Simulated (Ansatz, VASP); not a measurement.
# One calculation of AlInC4N4, two programs

The input INCAR:

```
SYSTEM = AlInC4N4
PREC = Accurate
ENCUT = 520
EDIFF = 1E-6
ISMEAR = 0
SIGMA = 0.1
LREAL = .FALSE.
LASPH = .TRUE.
NELM = 150
ALGO = Normal
ISIF = 2
LWAVE = .FALSE.
LCHARG = .TRUE.
ISPIN = 2
MAGMOM = 0 0 1 1 1 1 1 1 1 1
LORBIT = 11
GGA = PE
LELF = .TRUE.
LVHAR = .TRUE.
NBANDS = 41
```

Contents of KPOINTS:

```
Automatic mesh
0
G
  4 4 4
  0 0 0
```

Contents of POSCAR:

```
AlInC4N4
1.0
    5.9861454742      0.0000000000      0.0000000000
    0.0000000000      5.9861454742      0.0000000000
    0.0000000000      0.0000000000      5.9861454742
Al In C N
1 1 4 4
Direct
    0.5000000000      0.5000000000      0.5000000000
    0.0000000000      0.0000000000      0.0000000000
    0.2084210447      0.2084210447      0.2084210447
    0.2084210447      0.7915789553      0.7915789553
    0.7915789553      0.2084210447      0.7915789553
    0.7915789553      0.7915789553      0.2084210447
    0.3227445202      0.3227445202      0.3227445202
    0.3227445202      0.6772554798      0.6772554798
    0.6772554798      0.3227445202      0.6772554798
    0.6772554798      0.6772554798      0.3227445202
```

Input for Ansatz:

```yaml
crystal:
  lattice:
    - [5.9861454742, 0.0, 0.0]
    - [0.0, 5.9861454742, 0.0]
    - [0.0, 0.0, 5.9861454742]
  atoms:
    - { symbol: Al, position: [0.5, 0.5, 0.5] }
    - { symbol: In, position: [0.0, 0.0, 0.0] }
    - { symbol: C, position: [0.2084210447, 0.2084210447, 0.2084210447], spin: 1.0 }
    - { symbol: C, position: [0.2084210447, 0.7915789553, 0.7915789553], spin: 1.0 }
    - { symbol: C, position: [0.7915789553, 0.2084210447, 0.7915789553], spin: 1.0 }
    - { symbol: C, position: [0.7915789553, 0.7915789553, 0.2084210447], spin: 1.0 }
    - { symbol: "N", position: [0.3227445202, 0.3227445202, 0.3227445202], spin: 1.0 }
    - { symbol: "N", position: [0.3227445202, 0.6772554798, 0.6772554798], spin: 1.0 }
    - { symbol: "N", position: [0.6772554798, 0.3227445202, 0.6772554798], spin: 1.0 }
    - { symbol: "N", position: [0.6772554798, 0.6772554798, 0.3227445202], spin: 1.0 }
basis:
  ecutwfc: 420
kpoints:
  mp_grid: { grid: [4, 4, 4] }
hamiltonian:
  xc: pbe
scf:
  occupations: { method: gaussian, width: 0.1 }
  lower_state_search: "off"
output:
  forces: true
  stress: true
  eigenvalues: true
  populations: true
magnetization:
  spin_polarized: true
```

Alike in both runs: task single point; functional PBE; k mesh 4 × 4 × 4; occupations gaussian, width 0.1 eV; collinear spin.

|  | VASP | Ansatz |
| --- | --- | --- |
| version | VASP 6.6.1 | Ansatz 0.2.0 |
| potentials or method | VASP PAW PBE potentials, release 64 (Al, In_d, C, N), cutoff 520 eV | scalar-relativistic, plane waves, PAW |
| valence electrons in the cell | 52 | 52 |

```tsv
	VASP	Ansatz	Ansatz less VASP
gap on the k mesh at the Fermi level (eV)	none	none	-
pressure (GPa)	0.4	0.2	-0.21
rms of the force components (eV/Å)	0.179	0.013	-0.1652
net moment per atom (μB)	0.14	0.14	-0.003
size of the moment on the site where the two differ most (μB)	0.09	0.04	-0.048
```

Site moments also hang on the region over which each program counts them. Atom by atom the forces differ by 0.165 eV/Å (rms over components). A gap of «none» marks a metal or a gap that the smearing closes. One of these differences is far larger than is usual between the two programs; its cause wasn't traced. The functional is the same, so the differences come from potentials, cutoffs and numerics.

Noted on VASP's run: the standard files for N, O and F lose accuracy on very short bonds.
